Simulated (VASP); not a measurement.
The system is Ta.

```
Ta
1.0
    -1.65493    1.65493    1.65493
     1.65493   -1.65493    1.65493
     1.65493    1.65493   -1.65493
Ta
1
Cartesian
  0.0000 0.0000 0.0000
```

```yaml
Program: VASP 6.6.1
Task: relaxation of cell and atoms
Functional: PBEsol
Potentials_or_basis: VASP PAW PBE potentials, release 64 (Ta_pv)
Cutoff: 600 eV
k_mesh: 18 × 18 × 18
Occupations: gaussian, width 0.1 eV
Spin: no spin polarisation
```

At the start: pressure -5.1 GPa; volume 18.13 Å³/atom.

Question: Where does the relaxation end?

Answer: Over 4 steps the energy falls by 7.5 meV/atom and the volume is 17.67 Å³/atom (-2.5 %); space group Im-3m (No. 229, to 0.05 Å).

Step by step:
| step | energy change (eV) | largest force (eV/Å) | pressure (GPa) | volume (Å³) |
| --- | --- | --- | --- | --- |
| 1 | 0.0000 | 0.0000 | -5.09 | 18.13 |
| 2 | 0.0339 | 0.0000 | 13.88 | 16.66 |
| 3 | -0.0075 | 0.0000 | -0.09 | 17.68 |
| 4 | -0.0075 | 0.0000 | 0.01 | 17.67 |

Final structure:
```
Ta
1.0
    -1.64076    1.64076    1.64076
     1.64076   -1.64076    1.64076
     1.64076    1.64076   -1.64076
Ta
1
Cartesian
  1.6408 1.6408 -1.6408
```

Caveat: the PAW data sets were made with another functional, which shifts forces and pressure a little.
